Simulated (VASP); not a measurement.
# Si (Fd-3m) in VASP: a series of runs, part 2 of 2

VASP 6.6.1.

### 3 Relaxation of cell and atoms, r2SCAN

This run uses another cell than the first one, of 20.02 Å³/atom, 0.886 times its volume.

Contents of POSCAR:

```
Si
1.0
    0.0000000000      2.7153500000      2.7153500000
    2.7153500000      0.0000000000      2.7153500000
    2.7153500000      2.7153500000      0.0000000000
Si
2
Direct
    0.5000000000      0.5000000000      0.5000000000
    0.7500000000      0.7500000000      0.7500000000
```

Contents of INCAR.step1:

```
PREC = Accurate
ENCUT = 600
ISMEAR = -1
SIGMA = 0.05
LREAL = False
LASPH = True
NELM = 60
GGA = PE
ALGO = Normal
EDIFF = 1E-4
LWAVE = True
LCHARG = False
```

Contents of INCAR.step2:

```
PREC = Accurate
ENCUT = 600
EDIFF = 1E-6
ISMEAR = -1
SIGMA = 0.05
LREAL = False
LASPH = True
NELM = 60
ALGO = Normal
ISIF = 3
LWAVE = False
LCHARG = False
METAGGA = R2SCAN
LMIXTAU = True
IBRION = 2
NSW = 80
EDIFFG = -0.01
ISTART = 1
```

Contents of KPOINTS:

```
Automatic mesh
0
Gamma
  6 6 6
```

Potentials or basis: VASP PAW PBE potentials, release 64 (Si).

Command:

```
$ cat potpaw_PBE.64/Si/POTCAR > POTCAR
$ cp INCAR.step1 INCAR
$ mpirun -np 1 vasp_std > vasp.out
$ cp INCAR.step2 INCAR
$ mpirun -np 1 vasp_std > vasp.out
```

OUTCAR:

```text
PREC = Accurate
   ENCUT = 600
   EDIFF = 1E-6
   ISMEAR = -1
   LREAL = False
   LASPH = True
   NELM = 60
   ISIF = 3
   METAGGA = R2SCAN
   IBRION = 2
   NSW = 80
   EDIFFG = -0.01
   ISTART = 1

 ion  position               nearest neighbor table
   1  0.500  0.500  0.500-   2 2.35   2 2.35   2 2.35   2 2.35
   2  0.750  0.750  0.750-   1 2.35   1 2.35   1 2.35   1 2.35

  LATTYP: Found a face centered cubic cell.
 ALAT       =     5.4307000000

  Lattice vectors:

 A1 = (   0.0000000000,   2.7153500000,   2.7153500000)
 A2 = (   2.7153500000,   0.0000000000,   2.7153500000)
 A3 = (   2.7153500000,   2.7153500000,   0.0000000000)

Analysis of symmetry for initial positions (statically):
=====================================================================
 Subroutine PRICEL returns:
 Original cell was already a primitive cell.

 Routine SETGRP: Setting up the symmetry group for a
 face centered cubic supercell.

 Subroutine GETGRP returns: Found 48 space group operations
 (whereof 24 operations were pure point group operations)
 out of a pool of 48 trial point group operations.
[... 143 lines left out ...]
 maximum number of plane-waves:      1363
 NGX is ok and might be reduce to    32
   NGX = 15   NGY = 15   NGZ = 15

--------------------------------------- Ionic step        1  -------------------------------------------

 number of electron       7.9999999 magnetization

 Free energy of the ion-electron system (eV)
  ---------------------------------------------------
  ext. energy  EPLUGINS =         0.00000000
  ---------------------------------------------------
  free energy    TOTEN  =       -17.52829133 eV

  energy without entropy =      -17.52828563  energy(sigma->0) =      -17.52828848

------------------------ aborting loop because EDIFF is reached ----------------------------------------

  FORCE on cell =-STRESS in cart. coord.  units (eV):
  Direction    XX          YY          ZZ          XY          YZ          ZX
  --------------------------------------------------------------------------------------
  -------------------------------------------------------------------------------------
  Total        0.1406480      0.1406480      0.1406480     -0.0000000     -0.0000000      0.0000000
  in kB        5.6277729      5.6277729      5.6277729     -0.0000000     -0.0000000      0.0000000
  external PRESSURE =       5.6277729 kB  Pullay stress =       0.0000000 kB
[... 59 lines left out ...]
--------------------------------------- Ionic step        3  -------------------------------------------

 number of electron       8.0000000 magnetization

 Free energy of the ion-electron system (eV)
  ---------------------------------------------------
  ext. energy  EPLUGINS =         0.00000000
  ---------------------------------------------------
  free energy    TOTEN  =       -17.52868798 eV

  energy without entropy =      -17.52868274  energy(sigma->0) =      -17.52868536

 E-fermi :   6.1168     XC(G=0):  -9.8289

 val. band max:        5.6864947000   @ k =   0.0000   0.0000   0.0000
 cond. band min:       6.6150419092   @ k =   0.5000   0.5000   0.0000
 fundamental gap:      0.9285472092
 Fermi energy:         6.1168254955

 k-point     1 :       0.0000    0.0000    0.0000
  band No.  band energies     occupation
      1      -6.7996      2.00000
      2       5.6865      1.99963
      3       5.6865      1.99963
      4       5.6865      1.99963
      5       8.4408      0.00000
      6       8.4408      0.00000
      7       8.4408      0.00000
      8       9.6071      0.00000
[... 192 lines left out ...]
  FREE ENERGIE OF THE ION-ELECTRON SYSTEM (eV)
  ---------------------------------------------------
  free  energy   TOTEN  =       -17.5286879762 eV

  energy  without entropy=      -17.5286827383  energy(sigma->0) =      -17.52868536

 reached required accuracy - stopping structural energy minimisation
```

OSZICAR.step1:

```text
N       E                     dE             d eps       ncg     rms          rms(c)
DAV:   1     0.104038767738E+02    0.10404E+02   -0.36395E+03   256   0.908E+02
DAV:   2    -0.107503491324E+02   -0.21154E+02   -0.20677E+02   424   0.899E+01
DAV:   3    -0.110042069431E+02   -0.25386E+00   -0.25386E+00   352   0.126E+01
DAV:   4    -0.110052195359E+02   -0.10126E-02   -0.10126E-02   424   0.836E-01
DAV:   5    -0.110052198431E+02   -0.30716E-06   -0.30739E-06   320   0.168E-02    0.490E+00
DAV:   6    -0.108777361529E+02    0.12748E+00   -0.83871E-02   328   0.152E+00    0.300E+00
DAV:   7    -0.108196812464E+02    0.58055E-01   -0.15943E-01   328   0.224E+00    0.194E-01
DAV:   8    -0.108208236835E+02   -0.11424E-02   -0.40943E-03   280   0.491E-01    0.736E-02
DAV:   9    -0.108210249996E+02   -0.20132E-03   -0.19866E-04   368   0.113E-01    0.590E-02
DAV:  10    -0.108210535147E+02   -0.28515E-04   -0.36308E-05   168   0.458E-02
   1 F= -.10821054E+02 E0= -.10821036E+02  d E =-.354441E-04
```

Wall time 2.7 min (1 thread of AMD EPYC 7R13, shared host); peak memory 0.15 GiB.

What came out:

```
Free energy                            : -17.5287 eV
Relaxed volume                         : 20.13 Å³/atom
Relaxed cell                           : a = 3.847 Å, b = 3.847 Å, c = 3.847 Å, α = 60.00°, β = 60.00°, γ = 60.00°
Space group after relaxing (to 0.05 Å) : Fd-3m (No. 227)
Energy gained by relaxing              : 0.2 meV/atom
Ionic steps                            : 3
Pressure after relaxing                : 0.0 GPa
Band gap on the k mesh                 : 0.93 eV, indirect (least direct gap 2.75 eV)
```

The path:
```csv
step,energy change (eV),largest force (eV/Å),pressure (GPa),volume (Å³)
1,0.0000,0.0000,0.56,40.04
2,-0.0002,0.0000,-0.43,40.45
3,-0.0004,0.0000,0.00,40.27
```

Final structure:
```
Si
1.0
     0.00000    2.72048    2.72048
     2.72048    0.00000    2.72048
     2.72048    2.72048    0.00000
Si
2
Direct
  0.50000 0.50000 0.50000
  0.75000 0.75000 0.75000
```

Caveat: the PAW data sets were made with another functional, which shifts forces and pressure a little. Zero-point motion and thermal expansion aren't in these numbers.

### 4 Single point, r2SCAN

This run uses another cell than the first one, of 20.18 Å³/atom, 0.893 times its volume.

Contents of POSCAR:

```
Si
1.0
    0.0000000000      2.7227277380      2.7227277380
    2.7227277380      0.0000000000      2.7227277380
    2.7227277380      2.7227277380      0.0000000000
Si
2
Direct
    0.5000000000      0.5000000000      0.5000000000
    0.7500000000      0.7500000000      0.7500000000
```

Contents of INCAR.step1:

```
SYSTEM = Si
  PREC = Accurate
  ENCUT = 520
  ISMEAR = 1
  SIGMA = 0.2
  LREAL = .FALSE.
  LASPH = .TRUE.
  NELM = 100
  NBANDS = 11
  GGA = PE
  ALGO = Normal
  EDIFF = 1E-4
  LWAVE = .TRUE.
  LCHARG = .FALSE.
```

Contents of INCAR.step2:

```
SYSTEM = Si
  PREC = Accurate
  ENCUT = 520
  EDIFF = 1E-6
  ISMEAR = 1
  SIGMA = 0.2
  LREAL = .FALSE.
  LASPH = .TRUE.
  NELM = 100
  ALGO = Normal
  ISIF = 2
  LWAVE = .FALSE.
  LCHARG = .TRUE.
  METAGGA = R2SCAN
  LMIXTAU = .TRUE.
  LELF = .TRUE.
  LVHAR = .TRUE.
  NBANDS = 11
  ISTART = 1
```

Contents of KPOINTS:

```
regular mesh
0
G
  10 10 10
  0 0 0
```

Command:

```
$ cat potpaw_PBE.64/Si/POTCAR > POTCAR
$ cp INCAR.step1 INCAR
$ mpirun -np 1 vasp_std > vasp.out
$ cp INCAR.step2 INCAR
$ mpirun -np 1 vasp_std > vasp.out
```

It took 82 s on 1 thread of Intel Xeon Platinum 8259CL at 2.50GHz (Skylake/Cascade Lake), shared host; peak memory 0.17 GiB.

Results (log left out):

```
Free energy            : -17.5496 eV
Pressure               : -0.3 GPa
Band gap on the k mesh : 0.79 eV, indirect (least direct gap 2.75 eV)
```

Levels at points of the mesh, in eV from the valence-band top:
```tsv
k point	band 1	band 2	band 3	band 4	band 5	band 6	band 7	band 8
(0.00, 0.00, 0.00)	-12.47	0.00	0.00	0.00	2.75	2.75	2.75	3.89
(0.50, 0.00, 0.00)	-10.04	-7.23	-1.27	-1.27	1.85	3.59	3.59	8.33
(0.50, 0.50, 0.00)	-8.13	-8.13	-2.99	-2.99	0.94	0.94	10.81	10.81
```

Caveat: the PAW data sets were made with another functional, which shifts forces and pressure a little.

### 5 Single point, r2SCAN

This run uses another cell than the first one, of 20.18 Å³/atom, 0.893 times its volume.

POSCAR is that of step 4.

Contents of INCAR.step1:

```
ALGO     = Normal         # electronic algorithm
EDIFF    = 1E-4           # SCF threshold, eV
ENCUT    = 520            # plane-wave cutoff, eV
GGA      = PE             # functional
ISMEAR   = 1              # smearing method
LASPH    = T              # aspherical terms in the spheres
LCHARG   = F              # write CHGCAR
LREAL    = F              # projectors in reciprocal space
LWAVE    = T              # write WAVECAR
NBANDS   = 11             # bands
NELM     = 60             # most SCF steps
PREC     = Accurate       # precision mode
SIGMA    = 0.3            # smearing width, eV
```

Contents of INCAR.step2:

```
ALGO     = Normal         # electronic algorithm
EDIFF    = 1E-6           # SCF threshold, eV
ENCUT    = 520            # plane-wave cutoff, eV
ISIF     = 2              # what is computed and relaxed
ISMEAR   = 1              # smearing method
ISTART   = 1            
LASPH    = T              # aspherical terms in the spheres
LCHARG   = T              # write CHGCAR
LELF     = T              # ELF
LMIXTAU  = T            
LREAL    = F              # projectors in reciprocal space
LVHAR    = T            
LWAVE    = F              # write WAVECAR
METAGGA  = R2SCAN         # meta-GGA
NBANDS   = 11             # bands
NELM     = 60             # most SCF steps
PREC     = Accurate       # precision mode
SIGMA    = 0.3            # smearing width, eV
```

Contents of KPOINTS:

```
k-points
0
Gamma
  10 10 10
```

Command:

```
$ cat potpaw_PBE.64/Si/POTCAR > POTCAR
$ cp INCAR.step1 INCAR
$ mpirun -np 1 vasp_std > vasp.out
$ cp INCAR.step2 INCAR
$ mpirun -np 1 vasp_std > vasp.out
```

It took 82 s on 1 thread of Intel Xeon Platinum 8259CL at 2.50GHz (Skylake/Cascade Lake), shared host; peak memory 0.16 GiB.

The run converged. Its results:

* Free energy: -17.5493 eV
* Pressure: -0.3 GPa
* Band gap on the k mesh: 0.79 eV, indirect (least direct gap 2.75 eV)

Levels at points of the mesh, in eV from the valence-band top:
| k point | band 2 | band 3 | band 4 | band 5 | band 6 | band 7 |
| --- | --- | --- | --- | --- | --- | --- |
| (0.00, 0.00, 0.00) | 0.00 | 0.00 | 0.00 | 2.75 | 2.75 | 2.75 |
| (0.50, 0.00, 0.00) | -7.23 | -1.27 | -1.27 | 1.85 | 3.59 | 3.59 |
| (0.50, 0.50, 0.00) | -8.13 | -2.99 | -2.99 | 0.94 | 0.94 | 10.81 |

Caveat: the PAW data sets were made with another functional, which shifts forces and pressure a little.

### 6 Single point, r2SCAN

This run uses another cell than the first one, of 20.18 Å³/atom, 0.893 times its volume.

POSCAR is that of step 5.

Contents of INCAR.step1:

```
  PREC = Accurate
  ENCUT = 520
  ISMEAR = 1
  SIGMA = 1.0
  LREAL = F
  LASPH = T
  NELM = 80
  NBANDS = 11
  GGA = PE
  ALGO = Normal
  EDIFF = 1E-4
  LWAVE = T
  LCHARG = F
```

Contents of INCAR.step2:

```
  PREC = Accurate
  ENCUT = 520
  EDIFF = 1E-6
  ISMEAR = 1
  SIGMA = 1.0
  LREAL = F
  LASPH = T
  NELM = 80
  ALGO = Normal
  ISIF = 2
  LWAVE = F
  LCHARG = F
  METAGGA = R2SCAN
  LMIXTAU = T
  NBANDS = 11
  ISTART = 1
```

Contents of KPOINTS:

```
regular mesh
0
Gamma
  10 10 10
```

Potentials or basis: VASP PAW PBE potentials, release 64 (Si).

Command:

```
$ cat potpaw_PBE.64/Si/POTCAR > POTCAR
$ cp INCAR.step1 INCAR
$ mpirun -np 1 vasp_std > vasp.out
$ cp INCAR.step2 INCAR
$ mpirun -np 1 vasp_std > vasp.out
```

It took 76 s on 1 thread of Intel Xeon Platinum 8259CL at 2.50GHz (Skylake/Cascade Lake), shared host; peak memory 0.17 GiB.

The run converged. Its results:

```yaml
Free_energy: -17.5270 eV
Pressure: -0.4 GPa
Band_gap_on_the_k_mesh: 0.79 eV, indirect (least direct gap 2.75 eV)
```

Levels at points of the mesh, in eV from the valence-band top:
| k point | band 1 | band 2 | band 3 | band 4 | band 5 | band 6 | band 7 | band 8 | band 9 |
| --- | --- | --- | --- | --- | --- | --- | --- | --- | --- |
| (0.00, 0.00, 0.00) | -12.47 | 0.00 | 0.00 | 0.00 | 2.75 | 2.75 | 2.75 | 3.89 | 8.12 |
| (0.50, 0.00, 0.00) | -10.04 | -7.23 | -1.27 | -1.27 | 1.85 | 3.59 | 3.59 | 8.32 | 11.14 |
| (0.50, 0.50, 0.00) | -8.13 | -8.13 | -2.99 | -2.99 | 0.93 | 0.93 | 10.81 | 10.81 | 11.59 |

Caveat: the PAW data sets were made with another functional, which shifts forces and pressure a little. r2SCAN opens gaps a little over a GGA but as a rule still falls short of measured ones.

### 7 Summary

```csv
task,cell,k mesh,cutoff (eV),smearing,gap on the mesh (eV),pressure (GPa)
single point,"a = 3.999 Å, angles 60.0°, 2 atoms",9 × 9 × 9,520,fermi-dirac 0.05 eV,0.98,-8.8
relaxation of cell and atoms,"relaxed from a = 3.840 Å, angles 60.0°, 2 atoms",6 × 6 × 6,600,fermi-dirac 0.05 eV,0.93,0.0
single point,"a = 3.851 Å, angles 60.0°, 2 atoms",10 × 10 × 10,520,methfessel-paxton 0.2 eV,0.79,-0.3
single point,"a = 3.851 Å, angles 60.0°, 2 atoms",10 × 10 × 10,520,methfessel-paxton 0.3 eV,0.79,-0.3
single point,"a = 3.851 Å, angles 60.0°, 2 atoms",10 × 10 × 10,520,methfessel-paxton 1 eV,0.79,-0.4
```

Alike in all rows: level r2SCAN; potentials or basis VASP PAW PBE potentials, release 64 (Si); no spin polarisation.

Caveats: the PAW data sets were made with another functional, which shifts forces and pressure a little.

Total energies depend on the potentials used, so only differences within one code and one set of settings carry meaning.
